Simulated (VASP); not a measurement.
Sc2I: single point with PBE

Crystal: Sc2I.

```
Sc I
1.0
     4.98336    0.00000    0.00000
     0.00000    4.98336    0.00000
     0.00000    0.00000    6.44242
Sc I
4 2
Direct
  0.00000 0.50000 0.25000
  0.00000 0.50000 0.75000
  0.50000 0.00000 0.25000
  0.50000 0.00000 0.75000
  0.00000 0.00000 0.00000
  0.50000 0.50000 0.50000
```

```
Program                : VASP 6.6.1
Task                   : single point
Functional             : PBE
Potentials or basis    : VASP PAW PBE potentials, release 64 (Sc_sv, I)
Cutoff                 : 520 eV
k mesh                 : 8 × 8 × 6
Occupations            : gaussian, width 0.1 eV
Spin                   : no spin polarisation
Dipole correction      : no
Further INCAR settings : ALGO = Normal; EDIFF = 1e-06; NBANDS = 38
```

The pressure is 0.0 GPa. The band gap on the k mesh is zero (bands 29 and 30 overlap by 0.62 eV).

Levels at points of the mesh, in eV from the Fermi level:
| k point | band 27 | band 28 | band 29 | band 30 | band 31 | band 32 |
| --- | --- | --- | --- | --- | --- | --- |
| (0.00, 0.00, 0.00) | -1.13 | -0.90 | -0.63 | 0.06 | 1.19 | 1.19 |
| (0.50, 0.00, 0.00) | -0.35 | -0.35 | -0.23 | -0.23 | 0.67 | 0.67 |
| (0.50, 0.50, 0.00) | -0.87 | -0.87 | -0.16 | -0.16 | 0.97 | 0.97 |
| (0.00, 0.00, 0.50) | -0.48 | -0.48 | 0.22 | 0.22 | 0.62 | 0.62 |
| (0.50, 0.00, 0.50) | -0.16 | -0.16 | 0.18 | 0.18 | 0.30 | 0.30 |
| (0.50, 0.50, 0.50) | -0.19 | -0.19 | -0.19 | -0.19 | 0.94 | 0.94 |

Wall time 2.4 min on 1 thread of Intel(R) Xeon(R) 6975P-C (Granite Rapids) (shared host), peak memory 0.45 GiB.

Caveat: spin-orbit coupling is left out, which moves the levels of the heavy elements.
